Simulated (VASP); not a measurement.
# Si5C (Cmmm) in VASP: density of states with PBE

Aim: the density of states of Si5C with PBE.

All numbers are computed with VASP 6.6.1; they aren't measurements. Logs are shortened: lines on timing, memory, paths and dates and some standing lists are left out, and cuts for length are marked.

## Step 1: The cell of the first run

Symmetry: Cmmm, No. 65, orthorhombic system. Conventional cell: a = 4.950 Å, b = 11.408 Å, c = 2.835 Å, α = 90.00°, β = 90.00°, γ = 90.00°. Si (site symmetry m2m) has 12 Si at 2.57 to 3.00 Å and 2 C at 3.34 Å within 3.4 Å. Si (site symmetry m2m) has 2 C at 1.93 Å and 2 Si at 2.57 Å within 2.6 Å. Within 3.5 Å of Si (site symmetry mmm) lie 10 Si at 2.66 to 2.83 Å and 4 C at 2.85 Å. C (site symmetry mmm) has 4 Si at 1.93 Å within 2.6 Å.

## Step 2: Density of states, PBE

Input file POSCAR:

```
Si5C
1.0
    2.4747712597     -5.7038877938      0.0000000000
    2.4747712597      5.7038877938      0.0000000000
    0.0000000000      0.0000000000      2.8348426128
Si C
5 1
Direct
    0.8031768875      0.1968231125      0.0000000000
    0.3845589582      0.6154410418      0.5000000000
    0.6154410418      0.3845589582      0.5000000000
    0.0000000000      0.0000000000      0.5000000000
    0.1968231125      0.8031768875      0.0000000000
    0.5000000000      0.5000000000      0.0000000000
```

Input file INCAR.step1:

```
PREC     = Accurate       # precision mode
ENCUT    = 520            # plane-wave cutoff, eV
EDIFF    = 1E-6           # SCF threshold, eV
ISMEAR   = 0              # smearing method
SIGMA    = 0.1            # smearing width, eV
LREAL    = F              # projectors in reciprocal space
LASPH    = T              # aspherical terms in the spheres
NELM     = 80             # most SCF steps
ALGO     = Normal         # electronic algorithm
ISIF     = 2              # what is computed and relaxed
LWAVE    = F              # write WAVECAR
LCHARG   = T              # write CHGCAR
GGA      = PE             # functional
NBANDS   = 21             # bands
```

Input file KPOINTS.step1:

```
regular mesh
0
Gamma
  8 8 14
```

Input file INCAR.step2:

```
PREC     = Accurate       # precision mode
ENCUT    = 520            # plane-wave cutoff, eV
EDIFF    = 1E-6           # SCF threshold, eV
ISMEAR   = -5             # smearing method
SIGMA    = 0.1            # smearing width, eV
LREAL    = F              # projectors in reciprocal space
LASPH    = T              # aspherical terms in the spheres
NELM     = 80             # most SCF steps
ALGO     = Normal         # electronic algorithm
ISIF     = 2              # what is computed and relaxed
LWAVE    = F              # write WAVECAR
LCHARG   = F              # write CHGCAR
GGA      = PE             # functional
LORBIT   = 11             # projections on sites
NEDOS    = 1001           # points of the DOS
ICHARG   = 11             # starting density
```

Input file KPOINTS.step2:

```
regular mesh
0
Gamma
  12 12 21
```

Potentials or basis: VASP PAW PBE potentials, release 64 (Si, C).

The run is started by

```console
cat potpaw_PBE.64/Si/POTCAR potpaw_PBE.64/C/POTCAR > POTCAR
cp INCAR.step1 INCAR
cp KPOINTS.step1 KPOINTS
mpirun -np 1 vasp_std > vasp.out
cp INCAR.step2 INCAR
cp KPOINTS.step2 KPOINTS
mpirun -np 1 vasp_std > vasp.out
```

OUTCAR:

```text
PREC = Accurate
   ENCUT = 520
   EDIFF = 1E-6
   ISMEAR = -5
   LREAL = F
   LASPH = T
   NELM = 80
   ISIF = 2
   GGA = PE
   LORBIT = 11
   ICHARG = 11

 ion  position               nearest neighbor table
   1  0.803  0.197  0.000-   3 2.57   3 2.57   4 2.66   4 2.66   5 2.76   5 2.76   2 3.00   2 3.00
                             2 3.00   2 3.00
   2  0.385  0.615  0.500-   6 1.93   6 1.93   5 2.57   5 2.57   3 2.63   4 2.80   4 2.80   1 3.00
                             1 3.00   1 3.00   1 3.00
   3  0.615  0.385  0.500-   6 1.93   6 1.93   1 2.57   1 2.57   2 2.63   4 2.80   4 2.80   5 3.00
                             5 3.00   5 3.00   5 3.00
   4  0.000  0.000  0.500-   1 2.66   5 2.66   1 2.66   5 2.66   3 2.80   2 2.80   3 2.80   2 2.80

   5  0.197  0.803  0.000-   2 2.57   2 2.57   4 2.66   4 2.66   1 2.76   1 2.76   3 3.00   3 3.00
                             3 3.00   3 3.00
   6  0.500  0.500  0.000-   2 1.93   3 1.93   2 1.93   3 1.93

  LATTYP: Found a base centered orthorhombic cell.
 ALAT       =     4.9495425194
 B/A-ratio  =     2.3048141405
 C/A-ratio  =     0.5727484109

  Lattice vectors:

 A1 = (   2.4747712597,  -5.7038877938,   0.0000000000)
 A2 = (   2.4747712597,   5.7038877938,   0.0000000000)
 A3 = (   0.0000000000,   0.0000000000,   2.8348426128)

Analysis of symmetry for initial positions (statically):
=====================================================================
 Subroutine PRICEL returns:
 Original cell was already a primitive cell.

 Routine SETGRP: Setting up the symmetry group for a
 base centered orthorhombic supercell.

 Subroutine GETGRP returns: Found  8 space group operations
 (whereof  8 operations were pure point group operations)
 out of a pool of  8 trial point group operations.

The static configuration has the point symmetry D_2h.

Analysis of symmetry for dynamics (positions and initial velocities):
=====================================================================
 Subroutine PRICEL returns:
 Original cell was already a primitive cell.

 Routine SETGRP: Setting up the symmetry group for a
 base centered orthorhombic supercell.

 Subroutine GETGRP returns: Found  8 space group operations
 (whereof  8 operations were pure point group operations)
 out of a pool of  8 trial point group operations.

The dynamic configuration has the point symmetry D_2h.

 Subroutine INISYM returns: Found  8 space group operations
 (whereof  8 operations are pure point group operations),
 and found     1 'primitive' translations

----------------------------------------------------------------------------------------

                                     Primitive cell

  volume of cell :      80.0322

  direct lattice vectors                    reciprocal lattice vectors
     2.474771260 -5.703887794  0.000000000     0.202038875 -0.087659508  0.000000000
     2.474771260  5.703887794  0.000000000     0.202038875  0.087659508  0.000000000
     0.000000000  0.000000000  2.834842613     0.000000000  0.000000000  0.352753269

  length of vectors
     6.217622436  6.217622436  2.834842613     0.220236001  0.220236001  0.352753269

  position of ions in fractional coordinates (direct lattice)
     0.803176888  0.196823112  0.000000000
     0.384558958  0.615441042  0.500000000
     0.615441042  0.384558958  0.500000000
     0.000000000  0.000000000  0.500000000
     0.196823112  0.803176888  0.000000000
     0.500000000  0.500000000  0.000000000

  ion indices of the primitive-cell ions
   primitive index   ion index
                 1           1
                 2           2
                 3           3
                 4           4
                 5           5
                 6           6

----------------------------------------------------------------------------------------

 KPOINTS: regular mesh

Automatic generation of k-mesh.
 Grid dimensions read from file:
 generate k-points for:   12   12   21

 Generating k-lattice:

  Cartesian coordinates                     Fractional coordinates (reciprocal lattice)
     0.016836573 -0.007304959  0.000000000     0.083333333  0.000000000  0.000000000
     0.016836573  0.007304959  0.000000000     0.000000000  0.083333333  0.000000000
     0.000000000  0.000000000  0.016797775     0.000000000  0.000000000  0.047619048

  Length of vectors
     0.018353000  0.018353000  0.016797775

  Shift w.r.t. Gamma in fractional coordinates (k-lattice)
     0.000000000  0.000000000  0.000000000

 TETIRR: Found   4542 inequivalent tetrahedra from    18144

 Subroutine IBZKPT returns following result:
 ===========================================

 Found    473 irreducible k-points:

 Following reciprocal coordinates:
            Coordinates               Weight
  0.000000  0.000000  0.000000      1.000000
  0.083333  0.000000  0.000000      4.000000
  0.166667  0.000000  0.000000      4.000000
  0.250000 -0.000000  0.000000      4.000000
  0.333333  0.000000  0.000000      4.000000
  0.416667  0.000000  0.000000      4.000000
[... 16 lines left out ...]
  0.500000  0.166667  0.000000      4.000000
 -0.416667  0.166667  0.000000      4.000000
 [... further k-points ...]
   k-points           NKPTS =    473   k-points in BZ     NKDIM =    473   number of bands    NBANDS=     16
   number of dos      NEDOS =   1001   number of ions     NIONS =      6
   total plane-waves  NPLWV =  55296
   dimension x,y,z NGX =    48 NGY =   48 NGZ =   24
   dimension x,y,z NGXF=    96 NGYF=   96 NGZF=   48
   ions per type =               5   1
   NGX,Y,Z   is equivalent  to a cutoff of  12.83, 12.83, 14.07 a.u.
   NGXF,Y,Z  is equivalent  to a cutoff of  25.67, 25.67, 28.15 a.u.
 SYSTEM =  unknown system
   PREC   = accura    normal or accurate (medium, high low for compatibility)
   ISTART =      0    job   : 0-new  1-cont  2-samecut
   ICHARG =     11    charge: 1-file 2-atom 10-const
   ISPIN  =      1    spin polarized calculation?
   LNONCOLLINEAR =      F non collinear calculations
   LSORBIT =      F    spin-orbit coupling
   LASPH  =      T    aspherical Exc in radial PAW
   ENCUT  =  520.0 eV  38.22 Ry    6.18 a.u.  11.56 11.56  5.27*2*pi/ulx,y,z
   NELM   =     80;   NELMIN=  2; NELMDL=  0     # of ELM steps
   EDIFF  = 0.1E-05   stopping-criterion for ELM
   LREAL  =      F    real-space projection
   EDIFFG = 0.1E-04   stopping-criterion for IOM
   NSW    =      0    number of steps for IOM
   IBRION =     -1    ionic relax: 0-MD 1-quasi-New 2-CG
   NFREE  =      0    steps in history (QN), initial steepest desc. (CG)
   ISIF   =      2    stress and relaxation
   ISYM   =      2    0-nonsym 1-usesym 2-fastsym
   POTIM  = 0.5000    time-step for ionic-motion
   TEBEG  =    0.0;   TEEND  =   0.0 temperature during run
   PSTRESS=    0.0 pullay stress
   NELECT =      24.0000    total number of electrons
   NUPDOWN=      -1.0000    fix difference up-down
   EMIN   =  10.00;   EMAX   =-10.00  energy-range for DOS
   EFERMI =   0.00;   METHOD = LEGACY
   ISMEAR =    -5;   SIGMA  =   0.10  broadening in eV -4-tet -1-fermi 0-gaus
   EFERMI_NEDOS =   21; number of points for ismear=-14 and -15
   IALGO  =     38    algorithm
   IMIX   =      4    mixing-type and parameters
     AMIX     =   0.40;   BMIX     =  1.00
     AMIX_MAG =   1.60;   BMIX_MAG =  1.00
  volume/ion in A,a.u.               =      13.34        90.01
  Fermi-wavevector in a.u.,A,eV,Ry     =   1.095781  2.070725 16.336991  1.200735
  Thomas-Fermi vector in A             =   2.232110
   LORBIT       =     11    0 simple, 1 ext, 2 COOP (PROOUT), +10 PAW based schemes
   GGA     = PE    functional components
   LHFCALC =     F    Hartree Fock is set to
   AEXX    =    0.0000 exact exchange contribution
   IVDW    =     0    specifies the selected vdW correction
   LEPSILON=     F    determine dielectric tensor
   LRPA    =     F    only Hartree local field effects (RPA)
 non-spin polarized calculation
 Fermi weights with tetrahedron method with Bloechl corrections
  energy-cutoff  :      520.00
  volume of cell :       80.03
 maximum number of plane-waves:      2179
 NGX is ok and might be reduce to    48

 number of electron      24.0000001 magnetization

 Free energy of the ion-electron system (eV)
  ---------------------------------------------------
  ext. energy  EPLUGINS =         0.00000000
  ---------------------------------------------------
  free energy    TOTEN  =       -31.95030738 eV

  energy without entropy =      -31.95030738  energy(sigma->0) =      -31.95030738

 E-fermi :   9.6946     XC(G=0): -11.2141

 val. band max:        9.7740952258   @ k =   0.5000   0.2500   0.1905
 cond. band min:       9.5453814790   @ k =   0.1667   0.0833   0.2857
 fundamental gap:     -0.2287137467
 Fermi energy:         9.6946293330

 k-point     1 :       0.0000    0.0000    0.0000
  band No.  band energies     occupation
      1      -6.0760      2.00000
      2      -1.9561      2.00000
      3      -0.8262      2.00000
      4       0.9753      2.00000
      5       1.5396      2.00000
      6       2.5872      2.00000
[... 8 lines left out ...]
     15      13.0228      0.00000
     16      13.2304      0.00000

 k-point     2 :       0.0833    0.0000    0.0000
  band No.  band energies     occupation
      1      -6.0492      2.00000
      2      -2.0162      2.00000
      3      -0.7627      2.00000
      4       0.7004      2.00000
      5       1.3404      2.00000
      6       2.9148      2.00000
[... 8 lines left out ...]
     15      13.2040      0.00000
     16      13.2388      0.00000

 k-point     3 :       0.1667    0.0000    0.0000
  band No.  band energies     occupation
      1      -5.9726      2.00000
      2      -2.1527      2.00000
      3      -0.6759      2.00000
      4       0.1739      2.00000
      5       1.1032      2.00000
      6       3.6174      2.00000
[... 8 lines left out ...]
     15      13.2678      0.00000
     16      13.8579      0.00000

 k-point     4 :       0.2500   -0.0000    0.0000
  band No.  band energies     occupation
      1      -5.8585      2.00000
      2      -2.3098      2.00000
      3      -0.7422      2.00000
      4      -0.3259      2.00000
      5       1.1817      2.00000
      6       4.4581      2.00000
[... 8 lines left out ...]
     15      13.3258      0.00000
     16      13.9544      0.00000
[... 324 lines left out ...]
 k-point    22 :       0.4167    0.1667    0.0000
  band No.  band energies     occupation
      1      -5.5806      2.00000
      2      -2.6069      2.00000
      3      -1.9162      2.00000
      4       0.1025      2.00000
      5       2.1252      2.00000
      6       3.8588      2.00000
[... 8 lines left out ...]
     15      13.5756      0.00000
     16      14.1963      0.00000

 k-point    23 :       0.5000    0.1667    0.0000
  band No.  band energies     occupation
      1      -5.6460      2.00000
      2      -2.7339      2.00000
      3      -1.6772      2.00000
      4       0.2604      2.00000
      5       2.8958      2.00000
      6       3.2466      2.00000
[... 8 lines left out ...]
     15      13.3726      0.00000
     16      14.1274      0.00000

 k-point    24 :      -0.4167    0.1667    0.0000
  band No.  band energies     occupation
      1      -5.7540      2.00000
      2      -2.7960      2.00000
      3      -1.2586      2.00000
      4       0.4410      2.00000
      5       2.6610      2.00000
      6       3.7312      2.00000
[... 8 lines left out ...]
     15      13.7019      0.00000
     16      14.1316      0.00000

 [... further k-points ...]
[... 5 lines left out ...]
  --------------------------------------------------------------------------------------
  -------------------------------------------------------------------------------------
  Total        0.0501438     -0.2237754     -0.1295491     -0.0000000      0.0000000      0.0000000
  in kB        1.0038352     -4.4797937     -2.5934627     -0.0000000      0.0000000      0.0000000
  external PRESSURE =      -2.0231404 kB  Pullay stress =       0.0000000 kB

 VOLUME and BASIS-vectors are now :
 -----------------------------------------------------------------------------
  energy-cutoff  :      520.00
  volume of cell :       80.03
      direct lattice vectors                 reciprocal lattice vectors
     2.474771260 -5.703887794  0.000000000     0.202038875 -0.087659508  0.000000000
     2.474771260  5.703887794  0.000000000     0.202038875  0.087659508  0.000000000
     0.000000000  0.000000000  2.834842613     0.000000000  0.000000000  0.352753269

 POSITION                                       TOTAL-FORCE (eV/Angst)
 -----------------------------------------------------------------------------------
      2.47477     -3.45857      0.00000         0.000000     -0.025931      0.000000
      2.47477      1.31693      1.41742         0.000000      0.032593      0.000000
      2.47477     -1.31693      1.41742         0.000000     -0.032593      0.000000
      0.00000      0.00000      1.41742        -0.000000     -0.000000      0.000000
      2.47477      3.45857      0.00000         0.000000      0.025931      0.000000
      2.47477      0.00000      0.00000        -0.000000     -0.000000      0.000000
 -----------------------------------------------------------------------------------
    total drift:                               -0.000000      0.000000     -0.000000

  FREE ENERGIE OF THE ION-ELECTRON SYSTEM (eV)
  ---------------------------------------------------
  free  energy   TOTEN  =       -31.9503073809 eV

  energy  without entropy=      -31.9503073809  energy(sigma->0) =      -31.95030738

 total charge

# of ion       s       p       d       tot
------------------------------------------
    1        0.830   0.720   0.000   1.550
    2        0.773   0.789   0.000   1.562
    3        0.773   0.789   0.000   1.562
    4        0.879   0.646   0.000   1.525
    5        0.830   0.720   0.000   1.550
    6        0.881   1.549   0.000   2.429
--------------------------------------------------
tot          4.965   5.214   0.000  10.179
```

It took 9.1 min on 1 thread of Oxide Virtual Turin-like, shared host; peak memory 0.56 GiB.

Results:

| Quantity | Value |
| --- | --- |
| Valence electrons inside the program's atomic spheres | Si 1.55, 1.56, 1.52; C 2.43 |

Caveat: tetrahedron occupations give inexact forces and stress in metals.
